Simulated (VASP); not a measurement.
# MnS (Fm-3m) in VASP: a series of runs

The runs below take MnS through single point, with PBE.

All numbers are computed with VASP 6.6.1; they aren't measurements. Logs are shortened: lines on timing, memory, paths and dates and some standing lists are left out, and cuts for length are marked.

## 1. The cell of the first run

Symmetry: Fm-3m, No. 225, cubic system. Conventional cell: a = 5.146 Å, b = 5.146 Å, c = 5.146 Å, α = 90.00°, β = 90.00°, γ = 90.00°. Within 3.4 Å of Mn (site symmetry m-3m) lie 6 S at 2.57 Å. Within 3.4 Å of S (site symmetry m-3m) lie 6 Mn at 2.57 Å.

## 2. Single point, PBE, collinear spin, ferromagnetic start (17.03 Å³/atom)

Contents of INCAR:

```
SYSTEM = MnS
  PREC = Accurate
  ENCUT = 520
  EDIFF = 1E-7
  ISMEAR = 0
  SIGMA = 0.1
  LREAL = .False.
  LASPH = .True.
  NELM = 150
  ALGO = Normal
  ISIF = 2
  LWAVE = .False.
  LCHARG = .True.
  ISPIN = 2
  MAGMOM = 4.42 0.14
  LORBIT = 11
  LMAXMIX = 4
  GGA = PE
  LELF = .True.
  LVHAR = .True.
  NBANDS = 20
```

Contents of KPOINTS:

```
regular mesh
0
Gamma
  14 14 14
  0 0 0
```

Contents of POSCAR:

```
MnS
1.0
    0.0000000000      2.5728274882      2.5728274882
    2.5728274882      0.0000000000      2.5728274882
    2.5728274882      2.5728274882      0.0000000000
Mn S
1 1
Direct
    0.0000000000      0.0000000000      0.0000000000
    0.5000000000      0.5000000000      0.5000000000
```

Potentials or basis: VASP PAW PBE potentials, release 64 (Mn_pv, S).

Run with:

```bash
cat potpaw_PBE.64/Mn_pv/POTCAR potpaw_PBE.64/S/POTCAR > POTCAR
mpirun -np 1 vasp_std > vasp.out
```

OUTCAR:

```text
SYSTEM = MnS
   PREC = Accurate
   ENCUT = 520
   EDIFF = 1E-7
   ISMEAR = 0
   LREAL = .False.
   LASPH = .True.
   NELM = 150
   ISIF = 2
   ISPIN = 2
   LORBIT = 11
   GGA = PE

 ion  position               nearest neighbor table
   1  0.000  0.000  0.000-   2 2.57   2 2.57   2 2.57   2 2.57   2 2.57   2 2.57
   2  0.500  0.500  0.500-   1 2.57   1 2.57   1 2.57   1 2.57   1 2.57   1 2.57

  LATTYP: Found a face centered cubic cell.
 ALAT       =     5.1456549764

  Lattice vectors:

 A1 = (   0.0000000000,   2.5728274882,   2.5728274882)
 A2 = (   2.5728274882,   0.0000000000,   2.5728274882)
 A3 = (   2.5728274882,   2.5728274882,   0.0000000000)

Analysis of symmetry for initial positions (statically):
=====================================================================
 Subroutine PRICEL returns:
 Original cell was already a primitive cell.

 Routine SETGRP: Setting up the symmetry group for a
 face centered cubic supercell.

 Subroutine GETGRP returns: Found 48 space group operations
 (whereof 48 operations were pure point group operations)
 out of a pool of 48 trial point group operations.

The static configuration has the point symmetry O_h .

Analysis of symmetry for dynamics (positions and initial velocities):
=====================================================================
 Subroutine PRICEL returns:
 Original cell was already a primitive cell.

 Routine SETGRP: Setting up the symmetry group for a
 face centered cubic supercell.

 Subroutine GETGRP returns: Found 48 space group operations
 (whereof 48 operations were pure point group operations)
 out of a pool of 48 trial point group operations.

The dynamic configuration has the point symmetry O_h .

Analysis of structural, dynamic, and magnetic symmetry:
=====================================================================
 Subroutine PRICEL returns:
 Original cell was already a primitive cell.

 Routine SETGRP: Setting up the symmetry group for a
 face centered cubic supercell.

 Subroutine GETGRP returns: Found 48 space group operations
 (whereof 48 operations were pure point group operations)
 out of a pool of 48 trial point group operations.

The overall configuration has the point symmetry O_h .

 Subroutine INISYM returns: Found 48 space group operations
 (whereof 48 operations are pure point group operations),
 and found     1 'primitive' translations

----------------------------------------------------------------------------------------

                                     Primitive cell

  volume of cell :      34.0614

  direct lattice vectors                    reciprocal lattice vectors
     0.000000000  2.572827488  2.572827488    -0.194338720  0.194338720  0.194338720
     2.572827488  0.000000000  2.572827488     0.194338720 -0.194338720  0.194338720
     2.572827488  2.572827488  0.000000000     0.194338720  0.194338720 -0.194338720

  length of vectors
     3.638527527  3.638527527  3.638527527     0.336604536  0.336604536  0.336604536

  position of ions in fractional coordinates (direct lattice)
     0.000000000  0.000000000  0.000000000
     0.500000000  0.500000000  0.500000000

  ion indices of the primitive-cell ions
   primitive index   ion index
                 1           1
                 2           2

----------------------------------------------------------------------------------------

 KPOINTS: regular mesh

Automatic generation of k-mesh.
 Grid dimensions read from file:
 generate k-points for:   14   14   14

 Generating k-lattice:

  Cartesian coordinates                     Fractional coordinates (reciprocal lattice)
    -0.013881337  0.013881337  0.013881337     0.071428571  0.000000000  0.000000000
     0.013881337 -0.013881337  0.013881337     0.000000000  0.071428571  0.000000000
     0.013881337  0.013881337 -0.013881337     0.000000000  0.000000000  0.071428571

  Length of vectors
     0.024043181  0.024043181  0.024043181

  Shift w.r.t. Gamma in fractional coordinates (k-lattice)
     0.000000000  0.000000000  0.000000000

 Subroutine IBZKPT returns following result:
 ===========================================

 Found    104 irreducible k-points:

 Following reciprocal coordinates:
            Coordinates               Weight
  0.000000  0.000000  0.000000      1.000000
  0.071429  0.000000  0.000000      8.000000
  0.142857  0.000000  0.000000      8.000000
  0.214286  0.000000  0.000000      8.000000
  0.285714  0.000000  0.000000      8.000000
  0.357143  0.000000  0.000000      8.000000
[... 16 lines left out ...]
  0.214286  0.142857  0.000000     24.000000
  0.285714  0.142857  0.000000     24.000000
 [... further k-points ...]
   k-points           NKPTS =    104   k-points in BZ     NKDIM =    104   number of bands    NBANDS=     20
   number of dos      NEDOS =    301   number of ions     NIONS =      2
   total plane-waves  NPLWV =  21952
   dimension x,y,z NGX =    28 NGY =   28 NGZ =   28
   dimension x,y,z NGXF=    56 NGYF=   56 NGZF=   56
   ions per type =               1   1
   NGX,Y,Z   is equivalent  to a cutoff of  12.79, 12.79, 12.79 a.u.
   NGXF,Y,Z  is equivalent  to a cutoff of  25.59, 25.59, 25.59 a.u.
 SYSTEM =  MnS
   PREC   = accura    normal or accurate (medium, high low for compatibility)
   ISTART =      0    job   : 0-new  1-cont  2-samecut
   ICHARG =      2    charge: 1-file 2-atom 10-const
   ISPIN  =      2    spin polarized calculation?
   LNONCOLLINEAR =      F non collinear calculations
   LSORBIT =      F    spin-orbit coupling
   LASPH  =      T    aspherical Exc in radial PAW
   ENCUT  =  520.0 eV  38.22 Ry    6.18 a.u.   6.77  6.77  6.77*2*pi/ulx,y,z
   NELM   =    150;   NELMIN=  2; NELMDL= -5     # of ELM steps
   EDIFF  = 0.1E-06   stopping-criterion for ELM
   LREAL  =      F    real-space projection
   EDIFFG = 0.1E-05   stopping-criterion for IOM
   NSW    =      0    number of steps for IOM
   IBRION =     -1    ionic relax: 0-MD 1-quasi-New 2-CG
   NFREE  =      0    steps in history (QN), initial steepest desc. (CG)
   ISIF   =      2    stress and relaxation
   ISYM   =      2    0-nonsym 1-usesym 2-fastsym
   POTIM  = 0.5000    time-step for ionic-motion
   TEBEG  =    0.0;   TEEND  =   0.0 temperature during run
   PSTRESS=    0.0 pullay stress
   NELECT =      19.0000    total number of electrons
   NUPDOWN=      -1.0000    fix difference up-down
   EMIN   =  10.00;   EMAX   =-10.00  energy-range for DOS
   EFERMI =   0.00;   METHOD = LEGACY
   ISMEAR =     0;   SIGMA  =   0.10  broadening in eV -4-tet -1-fermi 0-gaus
   EFERMI_NEDOS =   21; number of points for ismear=-14 and -15
   IALGO  =     38    algorithm
   IMIX   =      4    mixing-type and parameters
     AMIX     =   0.40;   BMIX     =  1.00
     AMIX_MAG =   1.60;   BMIX_MAG =  1.00
  volume/ion in A,a.u.               =      17.03       114.93
  Fermi-wavevector in a.u.,A,eV,Ry     =   1.347634  2.546659 24.709786  1.816118
  Thomas-Fermi vector in A             =   2.475369
   LORBIT       =     11    0 simple, 1 ext, 2 COOP (PROOUT), +10 PAW based schemes
   GGA     = PE    functional components
   LHFCALC =     F    Hartree Fock is set to
   AEXX    =    0.0000 exact exchange contribution
   IVDW    =     0    specifies the selected vdW correction
   LEPSILON=     F    determine dielectric tensor
   LRPA    =     F    only Hartree local field effects (RPA)
 spin polarized calculation
 Gauss-broadening in eV      SIGMA  =   0.10
  energy-cutoff  :      520.00
  volume of cell :       34.06
 maximum number of plane-waves:       941
   NGX = 13   NGY = 13   NGZ = 13

 number of electron      18.9999999 magnetization       4.5763792

 Free energy of the ion-electron system (eV)
  ---------------------------------------------------
  ext. energy  EPLUGINS =         0.00000000
  ---------------------------------------------------
  free energy    TOTEN  =       -14.08433709 eV

  energy without entropy =      -14.07904289  energy(sigma->0) =      -14.08168999

 E-fermi :   7.1089     XC(G=0): -10.8294

 val. band max:        7.0999474569   @ k =  -0.3571   0.2143   0.0000
 cond. band min:       7.1161644307   @ k =  -0.4286   0.4286   0.1429
 fundamental gap:      0.0162169739
 Fermi energy:         7.1089246799

 spin component 1

 k-point     1 :       0.0000    0.0000    0.0000
  band No.  band energies     occupation
      1     -43.5775      1.00000
      2     -43.5775      1.00000
      3     -43.5775      1.00000
      4      -7.7885      1.00000
      5       3.6797      1.00000
      6       3.6797      1.00000
[... 12 lines left out ...]
     19      19.0018      0.00000
     20      19.5777      0.00000

 k-point     2 :       0.0714    0.0000    0.0000
  band No.  band energies     occupation
      1     -43.5780      1.00000
      2     -43.5775      1.00000
      3     -43.5775      1.00000
      4      -7.7337      1.00000
      5       3.5514      1.00000
      6       3.5698      1.00000
[... 498 lines left out ...]
 k-point    24 :       0.2857    0.1429    0.0000
  band No.  band energies     occupation
      1     -43.5822      1.00000
      2     -43.5789      1.00000
      3     -43.5787      1.00000
      4      -7.0804      1.00000
      5       1.5685      1.00000
      6       2.7278      1.00000
[... 12 lines left out ...]
     19      20.3832      0.00000
     20      23.3718      0.00000

 [... further k-points ...]

 spin component 2

 k-point     1 :       0.0000    0.0000    0.0000
  band No.  band energies     occupation
      1     -39.1549      1.00000
      2     -39.1549      1.00000
      3     -39.1549      1.00000
      4      -7.5085      1.00000
      5       5.3260      1.00000
      6       5.3260      1.00000
[... 12 lines left out ...]
     19      20.0394      0.00000
     20      21.2463      0.00000

 k-point     2 :       0.0714    0.0000    0.0000
  band No.  band energies     occupation
      1     -39.1555      1.00000
      2     -39.1549      1.00000
      3     -39.1549      1.00000
      4      -7.4559      1.00000
      5       4.8996      1.00000
      6       5.1445      1.00000
[... 498 lines left out ...]
 k-point    24 :       0.2857    0.1429    0.0000
  band No.  band energies     occupation
      1     -39.1613      1.00000
      2     -39.1567      1.00000
      3     -39.1565      1.00000
      4      -6.8290      1.00000
      5       2.4083      1.00000
      6       3.9849      1.00000
[... 12 lines left out ...]
     19      21.4103      0.00000
     20      23.9631      0.00000

 [... further k-points ...]
[... 5 lines left out ...]
  --------------------------------------------------------------------------------------
  -------------------------------------------------------------------------------------
  Total       -0.3317069     -0.3317069     -0.3317069      0.0000000      0.0000000      0.0000000
  in kB      -15.6028203    -15.6028203    -15.6028203      0.0000000      0.0000000      0.0000000
  external PRESSURE =     -15.6028203 kB  Pullay stress =       0.0000000 kB

 VOLUME and BASIS-vectors are now :
 -----------------------------------------------------------------------------
  energy-cutoff  :      520.00
  volume of cell :       34.06
      direct lattice vectors                 reciprocal lattice vectors
     0.000000000  2.572827488  2.572827488    -0.194338720  0.194338720  0.194338720
     2.572827488  0.000000000  2.572827488     0.194338720 -0.194338720  0.194338720
     2.572827488  2.572827488  0.000000000     0.194338720  0.194338720 -0.194338720

 POSITION                                       TOTAL-FORCE (eV/Angst)
 -----------------------------------------------------------------------------------
      0.00000      0.00000      0.00000        -0.000000      0.000000      0.000000
      2.57283      2.57283      2.57283         0.000000     -0.000000      0.000000
 -----------------------------------------------------------------------------------
    total drift:                               -0.000000      0.000000      0.000000

  FREE ENERGIE OF THE ION-ELECTRON SYSTEM (eV)
  ---------------------------------------------------
  free  energy   TOTEN  =       -14.0843370896 eV

  energy  without entropy=      -14.0790428891  energy(sigma->0) =      -14.08168999

 total charge

# of ion       s       p       d       tot
------------------------------------------
    1        0.221   6.173   4.948  11.342
    2        1.328   2.404   0.000   3.732
--------------------------------------------------
tot          1.549   8.577   4.948  15.074

 magnetization (x)

# of ion       s       p       d       tot
------------------------------------------
    1        0.052   0.040   4.070   4.162
    2        0.027   0.065   0.000   0.091
--------------------------------------------------
tot          0.078   0.105   4.070   4.254
```

It took 67 s on 1 thread of AMD EPYC 9R45 (Zen 5), shared host; peak memory 0.21 GiB.

What came out:

* Free energy: -14.0843 eV
* Pressure: -1.6 GPa
* Net moment: 4.58 μB per cell
* Site moments: Mn +4.16; S +0.09 μB
* Valence electrons inside the program's atomic spheres: Mn 11.34; S 3.73

Caveat: a cell with one magnetic atom can't hold antiferromagnetic order, which such compounds often take; semilocal functionals often make such compounds metallic where correlation or magnetic order opens a gap, which also shifts bond lengths.

## 3. Single point, PBE, collinear spin, ferromagnetic start (17.53 Å³/atom)

This run uses another cell than the first one, of 17.53 Å³/atom.

Contents of INCAR:

```
  PREC = Accurate
  ENCUT = 520
  EDIFF = 1E-6
  ISMEAR = 0
  SIGMA = 0.1
  LREAL = F
  LASPH = T
  NELM = 150
  ALGO = Normal
  ISIF = 2
  LWAVE = F
  LCHARG = F
  ISPIN = 2
  MAGMOM = 4.42 0.14
  LORBIT = 11
  LMAXMIX = 4
  GGA = PE
  NBANDS = 20
```

Contents of KPOINTS:

```
Automatic mesh
0
Gamma
  14 14 14
```

Contents of POSCAR:

```
MnS
1.0
    0.0000000000      2.5975677318      2.5975677318
    2.5975677318      0.0000000000      2.5975677318
    2.5975677318      2.5975677318      0.0000000000
Mn S
1 1
Direct
    0.0000000000      0.0000000000      0.0000000000
    0.5000000000      0.5000000000      0.5000000000
```

Potentials or basis: VASP PAW PBE potentials, release 64 (Mn_pv, S).

Run with:

```bash
cat potpaw_PBE.64/Mn_pv/POTCAR potpaw_PBE.64/S/POTCAR > POTCAR
mpirun -np 1 vasp_std > vasp.out
```

Wall time 60 s (1 thread of AMD EPYC 9R45 (Zen 5), shared host); peak memory 0.21 GiB.

The run converged. Its results:

* Free energy: -14.0711 eV
* Pressure: -2.8 GPa
* Net moment: 4.67 μB per cell
* Site moments: Mn +4.23; S +0.10 μB
* Valence electrons inside the program's atomic spheres: Mn 11.31; S 3.73

Levels at points of the mesh, in eV from the Fermi level:
Spin up:
```
           k point  band 9  band 10  band 11  band 12  band 13  band 14  band 15  band 16
(0.00, 0.00, 0.00)   -3.32    -1.93    -1.93    -1.93     1.73     8.57     8.57     8.57
(0.50, 0.00, 0.00)   -2.89    -2.51     0.38     0.38     2.79     5.35     5.35     8.54
(0.50, 0.50, 0.00)   -3.07    -2.76    -2.76    -2.27     0.83     5.44    10.17    11.97
```
Spin down:
```
           k point  band 5  band 6  band 7  band 8  band 9  band 10
(0.00, 0.00, 0.00)   -1.72   -1.72   -1.72    0.24    0.24     0.24
(0.50, 0.00, 0.00)   -6.47   -3.43   -3.43    1.22    1.22     1.41
(0.50, 0.50, 0.00)   -5.65   -3.25   -3.25   -0.88    0.72     1.46
```

Caveat: a cell with one magnetic atom can't hold antiferromagnetic order, which such compounds often take; semilocal functionals often make such compounds metallic where correlation or magnetic order opens a gap, which also shifts bond lengths. With open d or f shells a metallic result of PBE can be an artefact of self-interaction; +U or a hybrid may open a gap.

(Continued in part 2 of 2.)
